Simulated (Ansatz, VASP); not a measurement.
**Two plane-wave programs on Cu**

```xyz
1
Lattice="0.0000 1.9056 1.8602 1.9056 0.0000 1.8602 1.9056 1.9056 0.0000" Properties=species:S:1:pos:R:3 pbc="T T T"
Cu    0.0000    0.0000    0.0000
```

Change from the starting cell: strain +0.050 along x and y, +0.025 along z, atoms carried along.

Alike in both runs: task single point; functional PBE; k mesh 28 × 28 × 28; occupations gaussian, width 0.15 eV; no spin polarisation.

|  | VASP | Ansatz |
| --- | --- | --- |
| version | VASP 6.6.1 | Ansatz 0.2.0 |
| potentials or method | VASP PAW PBE potentials, release 64 (Cu), cutoff 520 eV | scalar-relativistic, plane waves, PAW |
| valence electrons in the cell | 11 | 19 |

VASP gave:

| Quantity | Value |
| --- | --- |
| gap on the k mesh at the Fermi level (eV) | none |
| pressure (GPa) | -11.4 |
| traceless stress, the component that is largest in VASP (GPa) | 0.56 |

Estimate Ansatz's values.

gap on the k mesh at the Fermi level (eV): none; pressure (GPa): -12.6; traceless stress, the component that is largest in VASP (GPa): 0.57.

A gap of «none» marks a metal or a gap that the smearing closes. VASP's potentials hold 11 valence electrons a cell and Ansatz's 19, so a difference there can come from the potentials and not from the codes.
